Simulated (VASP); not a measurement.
Ge:

```xyz
1
Lattice="1.3878 -2.5831 0.0000 1.3878 2.5831 0.0000 0.0000 0.0000 2.6801" Properties=species:S:1:pos:R:3 pbc="T T T"
Ge    1.3878    0.0000    0.0000
```

This cell differs from its parent crystal: volume scaled by 0.98.

Base run:

| Item | Value |
| --- | --- |
| Program | VASP 6.6.1 |
| Functional | PBE |
| Potentials or basis | VASP PAW PBE potentials, release 64 (Ge_d) |
| Cutoff | 520 eV |
| k mesh | 11 × 11 × 10 |
| Occupations | fermi-dirac, width 0.05 eV |
| Spin | no spin polarisation |

Its results: band gap on the k mesh zero (band 7 reaches 13.21 eV, above the bottom of band 8 at 3.96 eV); pressure 0.5 GPa.

Problem. After a change of settings the same cell gave: band gap on the k mesh zero (band 7 reaches 13.05 eV, above the bottom of band 8 at 3.80 eV); pressure -3.0 GPa. Which change was it?
A. functional from PBE to r2SCAN
B. functional from PBE to LDA; potentials or basis from VASP PAW PBE potentials, release 64 (Ge_d) to VASP PAW LDA potentials, release 64 (Ge_d)
C. functional from PBE to PBEsol; further incar settings from ALGO = Normal; EDIFF = 1e-06; NBANDS = 13 to ALGO = Normal; EDIFF = 1e-07; NBANDS = 13

Solution. C.

Caveats: the PAW data sets were made with another functional, which shifts forces and pressure a little (some runs).
